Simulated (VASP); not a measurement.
# CdS (R-3m) in VASP: single point with r2SCAN

Aim: the single point of CdS with r2SCAN.

All numbers are computed with VASP 6.6.1; they aren't measurements. Logs are shortened: lines on timing, memory, paths and dates and some standing lists are left out, and cuts for length are marked.

### Step 1. The cell of the first run

Symmetry: R-3m, No. 166, trigonal system. The conventional cell has a = 3.856 Å, b = 3.856 Å, c = 8.888 Å, α = 90.00°, β = 90.00°, γ = 120.00°. Cd (site symmetry -3m) has 6 S at 2.67 Å within 3.5 Å. S (site symmetry -3m) has 6 Cd at 2.67 Å within 3.5 Å.

### Step 2. Single point, r2SCAN (strain along [111] -5.9%)

Input file POSCAR:

```
CdS
1.0
   -0.1074349958      2.6193415484      2.6193415484
    2.6193415484     -0.1074349958      2.6193415484
    2.6193415484      2.6193415484     -0.1074349958
Cd S
1 1
Direct
    0.0000000000      0.0000000000      0.0000000000
    0.5000000000      0.5000000000      0.5000000000
```

Input file INCAR.step1:

```
SYSTEM = CdS
PREC     = Accurate       ! precision mode
ENCUT    = 700            ! plane-wave cutoff, eV
ISMEAR   = -1             ! smearing method
SIGMA    = 0.02           ! smearing width, eV
LREAL    = .FALSE.        ! projectors in reciprocal space
LASPH    = .TRUE.         ! aspherical terms in the spheres
NELM     = 120            ! most SCF steps
NBANDS   = 20             ! bands
GGA      = PE             ! functional
ALGO     = Normal         ! electronic algorithm
EDIFF    = 1E-5           ! SCF threshold, eV
LWAVE    = .TRUE.         ! write WAVECAR
LCHARG   = .FALSE.        ! write CHGCAR
GGA_COMPAT= .FALSE.
```

Input file INCAR.step2:

```
SYSTEM = CdS
PREC     = Accurate       ! precision mode
ENCUT    = 700            ! plane-wave cutoff, eV
EDIFF    = 1E-6           ! SCF threshold, eV
ISMEAR   = -1             ! smearing method
SIGMA    = 0.02           ! smearing width, eV
LREAL    = .FALSE.        ! projectors in reciprocal space
LASPH    = .TRUE.         ! aspherical terms in the spheres
NELM     = 120            ! most SCF steps
ALGO     = Normal         ! electronic algorithm
ISIF     = 2              ! what is computed and relaxed
LWAVE    = .FALSE.        ! write WAVECAR
LCHARG   = .TRUE.         ! write CHGCAR
METAGGA  = R2SCAN         ! meta-GGA
LMIXTAU  = .TRUE.       
LELF     = .TRUE.         ! ELF
LVHAR    = .TRUE.       
NBANDS   = 20             ! bands
ISTART   = 1            
GGA_COMPAT= .FALSE.
```

Input file KPOINTS:

```
regular mesh
0
G
  8 8 8
  0 0 0
```

Potentials or basis: VASP PAW PBE potentials, release 64 (Cd_sv_GW, S).

Launch:

```console
> cat potpaw_PBE.64/Cd_sv_GW/POTCAR potpaw_PBE.64/S/POTCAR > POTCAR
> cp INCAR.step1 INCAR
> mpirun -np 1 vasp_std > vasp.out
> cp INCAR.step2 INCAR
> mpirun -np 1 vasp_std > vasp.out
```

OUTCAR:

```text
SYSTEM = CdS
   PREC = Accurate
   ENCUT = 700
   EDIFF = 1E-6
   ISMEAR = -1
   LREAL = .FALSE.
   LASPH = .TRUE.
   NELM = 120
   ISIF = 2
   METAGGA = R2SCAN
   ISTART = 1

 ion  position               nearest neighbor table
   1  0.000  0.000  0.000-   2 2.67   2 2.67   2 2.67   2 2.67   2 2.67   2 2.67
   2  0.500  0.500  0.500-   1 2.67   1 2.67   1 2.67   1 2.67   1 2.67   1 2.67

  LATTYP: Found a trigonal (rhomboedric) cell.
 ALAT       =     3.7058659680
 COS(alpha) =     0.4585982151

  Lattice vectors:

 A1 = (  -0.1074349958,   2.6193415484,   2.6193415484)
 A2 = (   2.6193415484,  -0.1074349958,   2.6193415484)
 A3 = (   2.6193415484,   2.6193415484,  -0.1074349958)

Analysis of symmetry for initial positions (statically):
=====================================================================
 Subroutine PRICEL returns:
 Original cell was already a primitive cell.

 Routine SETGRP: Setting up the symmetry group for a
 trigonal (rhombohedral) supercell.

 Subroutine GETGRP returns: Found 12 space group operations
 (whereof 12 operations were pure point group operations)
 out of a pool of 12 trial point group operations.

The static configuration has the point symmetry D_3d.

Analysis of symmetry for dynamics (positions and initial velocities):
=====================================================================
 Subroutine PRICEL returns:
 Original cell was already a primitive cell.

 Routine SETGRP: Setting up the symmetry group for a
 trigonal (rhombohedral) supercell.

 Subroutine GETGRP returns: Found 12 space group operations
 (whereof 12 operations were pure point group operations)
 out of a pool of 12 trial point group operations.

The dynamic configuration has the point symmetry D_3d.

 Subroutine INISYM returns: Found 12 space group operations
 (whereof 12 operations are pure point group operations),
 and found     1 'primitive' translations

----------------------------------------------------------------------------------------

                                     Primitive cell

  volume of cell :      38.1524

  direct lattice vectors                    reciprocal lattice vectors
    -0.107434996  2.619341548  2.619341548    -0.179527472  0.187205916  0.187205916
     2.619341548 -0.107434996  2.619341548     0.187205916 -0.179527472  0.187205916
     2.619341548  2.619341548 -0.107434996     0.187205916  0.187205916 -0.179527472

  length of vectors
     3.705865968  3.705865968  3.705865968     0.319878450  0.319878450  0.319878450

  position of ions in fractional coordinates (direct lattice)
     0.000000000  0.000000000  0.000000000
     0.500000000  0.500000000  0.500000000

  ion indices of the primitive-cell ions
   primitive index   ion index
                 1           1
                 2           2

----------------------------------------------------------------------------------------

 KPOINTS: regular mesh

Automatic generation of k-mesh.
 Grid dimensions read from file:
 generate k-points for:    8    8    8

 Generating k-lattice:

  Cartesian coordinates                     Fractional coordinates (reciprocal lattice)
    -0.022440934  0.023400739  0.023400739     0.125000000 -0.000000000 -0.000000000
     0.023400739 -0.022440934  0.023400739    -0.000000000  0.125000000 -0.000000000
     0.023400739  0.023400739 -0.022440934    -0.000000000 -0.000000000  0.125000000

  Length of vectors
     0.039984806  0.039984806  0.039984806

  Shift w.r.t. Gamma in fractional coordinates (k-lattice)
     0.000000000  0.000000000  0.000000000

 Subroutine IBZKPT returns following result:
 ===========================================

 Found     65 irreducible k-points:

 Following reciprocal coordinates:
            Coordinates               Weight
  0.000000  0.000000  0.000000      1.000000
  0.125000  0.000000  0.000000      6.000000
  0.250000  0.000000  0.000000      6.000000
  0.375000  0.000000 -0.000000      6.000000
  0.500000  0.000000  0.000000      3.000000
  0.125000  0.125000 -0.000000      6.000000
[... 16 lines left out ...]
  0.250000  0.125000  0.125000      6.000000
  0.375000  0.125000  0.125000      6.000000
 [... further k-points ...]
   k-points           NKPTS =     65   k-points in BZ     NKDIM =     65   number of bands    NBANDS=     20
   number of dos      NEDOS =    301   number of ions     NIONS =      2
   total plane-waves  NPLWV =  32768
   dimension x,y,z NGX =    32 NGY =   32 NGZ =   32
   dimension x,y,z NGXF=    64 NGYF=   64 NGZF=   64
   ions per type =               1   1
   NGX,Y,Z   is equivalent  to a cutoff of  14.36, 14.36, 14.36 a.u.
   NGXF,Y,Z  is equivalent  to a cutoff of  28.71, 28.71, 28.71 a.u.
 SYSTEM =  CdS
   PREC   = accura    normal or accurate (medium, high low for compatibility)
   ISTART =      1    job   : 0-new  1-cont  2-samecut
   ICHARG =      0    charge: 1-file 2-atom 10-const
   ISPIN  =      1    spin polarized calculation?
   LNONCOLLINEAR =      F non collinear calculations
   LSORBIT =      F    spin-orbit coupling
   LASPH  =      T    aspherical Exc in radial PAW
   ENCUT  =  700.0 eV  51.45 Ry    7.17 a.u.   7.99  7.99  7.99*2*pi/ulx,y,z
   NELM   =    120;   NELMIN=  2; NELMDL=  0     # of ELM steps
   EDIFF  = 0.1E-05   stopping-criterion for ELM
   LREAL  =      F    real-space projection
   EDIFFG = 0.1E-04   stopping-criterion for IOM
   NSW    =      0    number of steps for IOM
   IBRION =     -1    ionic relax: 0-MD 1-quasi-New 2-CG
   NFREE  =      0    steps in history (QN), initial steepest desc. (CG)
   ISIF   =      2    stress and relaxation
   ISYM   =      2    0-nonsym 1-usesym 2-fastsym
   POTIM  = 0.5000    time-step for ionic-motion
   TEBEG  =    0.0;   TEEND  =   0.0 temperature during run
   PSTRESS=    0.0 pullay stress
   NELECT =      26.0000    total number of electrons
   NUPDOWN=      -1.0000    fix difference up-down
   EMIN   =  10.00;   EMAX   =-10.00  energy-range for DOS
   EFERMI =   0.00;   METHOD = LEGACY
   ISMEAR =    -1;   SIGMA  =   0.02  broadening in eV -4-tet -1-fermi 0-gaus
   EFERMI_NEDOS =   21; number of points for ismear=-14 and -15
   IALGO  =     38    algorithm
   IMIX   =      4    mixing-type and parameters
     AMIX     =   0.40;   BMIX     =  1.00
     AMIX_MAG =   1.60;   BMIX_MAG =  1.00
  volume/ion in A,a.u.               =      19.08       128.73
  Fermi-wavevector in a.u.,A,eV,Ry     =   1.440650  2.722434 28.238529  2.075473
  Thomas-Fermi vector in A             =   2.559371
   LORBIT       =      0    0 simple, 1 ext, 2 COOP (PROOUT), +10 PAW based schemes
   METAGGA = R2SCAN    functional components
   LHFCALC =     F    Hartree Fock is set to
   AEXX    =    0.0000 exact exchange contribution
   IVDW    =     0    specifies the selected vdW correction
   LEPSILON=     F    determine dielectric tensor
   LRPA    =     F    only Hartree local field effects (RPA)
 non-spin polarized calculation
  energy-cutoff  :      700.00
  volume of cell :       38.15
 maximum number of plane-waves:      1626
   NGX = 15   NGY = 15   NGZ = 15

 number of electron      26.0000008 magnetization

 Free energy of the ion-electron system (eV)
  ---------------------------------------------------
  ext. energy  EPLUGINS =         0.00000000
  ---------------------------------------------------
  free energy    TOTEN  =       -29.52915993 eV

  energy without entropy =      -29.52915992  energy(sigma->0) =      -29.52915992

 E-fermi :   5.8151     XC(G=0): -11.4954

 val. band max:        5.4995981554   @ k =   0.5000   0.0000   0.0000
 cond. band min:       6.1262095698   @ k =   0.5000   0.5000  -0.0000
 fundamental gap:      0.6266114144
 Fermi energy:         5.8150563546

 k-point     1 :       0.0000    0.0000    0.0000
  band No.  band energies     occupation
      1     -99.1327      2.00000
      2     -59.3109      2.00000
      3     -59.2930      2.00000
      4     -59.2930      2.00000
      5      -8.4012      2.00000
      6      -2.7034      2.00000
[... 12 lines left out ...]
     19      18.1504      0.00000
     20      18.1504      0.00000

 k-point     2 :       0.1250    0.0000    0.0000
  band No.  band energies     occupation
      1     -99.1327      2.00000
      2     -59.3110      2.00000
      3     -59.2933      2.00000
      4     -59.2931      2.00000
      5      -8.2518      2.00000
      6      -2.7545      2.00000
[... 12 lines left out ...]
     19      16.7544      0.00000
     20      17.7487      0.00000

 k-point     3 :       0.2500    0.0000    0.0000
  band No.  band energies     occupation
      1     -99.1327      2.00000
      2     -59.3113      2.00000
      3     -59.2940      2.00000
      4     -59.2931      2.00000
      5      -7.8488      2.00000
      6      -2.9000      2.00000
[... 12 lines left out ...]
     19      17.2940      0.00000
     20      17.5548      0.00000

 k-point     4 :       0.3750    0.0000   -0.0000
  band No.  band energies     occupation
      1     -99.1327      2.00000
      2     -59.3117      2.00000
      3     -59.2946      2.00000
      4     -59.2932      2.00000
      5      -7.3589      2.00000
      6      -3.0400      2.00000
[... 12 lines left out ...]
     19      17.8329      0.00000
     20      18.6787      0.00000

 k-point     5 :       0.5000    0.0000    0.0000
  band No.  band energies     occupation
      1     -99.1326      2.00000
      2     -59.3118      2.00000
      3     -59.2949      2.00000
      4     -59.2932      2.00000
      5      -7.1160      2.00000
      6      -3.0959      2.00000
[... 12 lines left out ...]
     19      18.8128      0.00000
     20      19.0975      0.00000
[... 353 lines left out ...]
      6      -2.8532      2.00000
[... 12 lines left out ...]
     19      20.4424      0.00000
     20      20.8069      0.00000

 k-point    22 :       0.1250    0.1250    0.1250
  band No.  band energies     occupation
      1     -99.1327      2.00000
      2     -59.3113      2.00000
      3     -59.2931      2.00000
      4     -59.2931      2.00000
      5      -8.2324      2.00000
      6      -2.7166      2.00000
[... 12 lines left out ...]
     19      16.2911      0.00000
     20      17.1825      0.00000

 k-point    23 :       0.2500    0.1250    0.1250
  band No.  band energies     occupation
      1     -99.1327      2.00000
      2     -59.3117      2.00000
      3     -59.2935      2.00000
      4     -59.2931      2.00000
      5      -7.9947      2.00000
      6      -2.8578      2.00000
[... 12 lines left out ...]
     19      17.6779      0.00000
     20      18.5495      0.00000

 k-point    24 :       0.3750    0.1250    0.1250
  band No.  band energies     occupation
      1     -99.1327      2.00000
      2     -59.3120      2.00000
      3     -59.2941      2.00000
      4     -59.2932      2.00000
      5      -7.5781      2.00000
      6      -2.9955      2.00000
[... 12 lines left out ...]
     19      18.8909      0.00000
     20      19.5444      0.00000

 [... further k-points ...]
[... 5 lines left out ...]
  --------------------------------------------------------------------------------------
  -------------------------------------------------------------------------------------
  Total        1.3331547      1.3331547      1.3331547      0.3422244      0.3422244      0.3422244
  in kB       55.9846558     55.9846558     55.9846558     14.3714108     14.3714108     14.3714108
  external PRESSURE =      55.9846558 kB  Pullay stress =       0.0000000 kB

 VOLUME and BASIS-vectors are now :
 -----------------------------------------------------------------------------
  energy-cutoff  :      700.00
  volume of cell :       38.15
      direct lattice vectors                 reciprocal lattice vectors
    -0.107434996  2.619341548  2.619341548    -0.179527472  0.187205916  0.187205916
     2.619341548 -0.107434996  2.619341548     0.187205916 -0.179527472  0.187205916
     2.619341548  2.619341548 -0.107434996     0.187205916  0.187205916 -0.179527472

 POSITION                                       TOTAL-FORCE (eV/Angst)
 -----------------------------------------------------------------------------------
      0.00000      0.00000      0.00000        -0.000000     -0.000000     -0.000000
      2.56562      2.56562      2.56562         0.000000      0.000000      0.000000
 -----------------------------------------------------------------------------------
    total drift:                                0.000000     -0.000000     -0.000000

  FREE ENERGIE OF THE ION-ELECTRON SYSTEM (eV)
  ---------------------------------------------------
  free  energy   TOTEN  =       -29.5291599250 eV

  energy  without entropy=      -29.5291599237  energy(sigma->0) =      -29.52915992
```

Run time: 3 min. Hardware: 1 thread of AMD EPYC 7R13 (Zen 3), shared host; peak memory 0.22 GiB.

What came out:

| Item | Value |
| --- | --- |
| Free energy | -29.5292 eV |
| Pressure | 5.6 GPa |
| Band gap on the k mesh | 0.63 eV (least direct gap 2.46 eV) |

Stress tensor (GPa, compression positive):
```
5.60 1.44 1.44
1.44 5.60 1.44
1.44 1.44 5.60
```

Caveat: the cell differs from its parent crystal (strain along [111] -5.9%); the cell stands under pressure; the structure was generated, so it needn't be the stable form of CdS; semilocal functionals underestimate gaps, and a narrow one can read as zero; the PAW data sets were made with another functional, which shifts forces and pressure a little. A k mesh can miss the band edges.
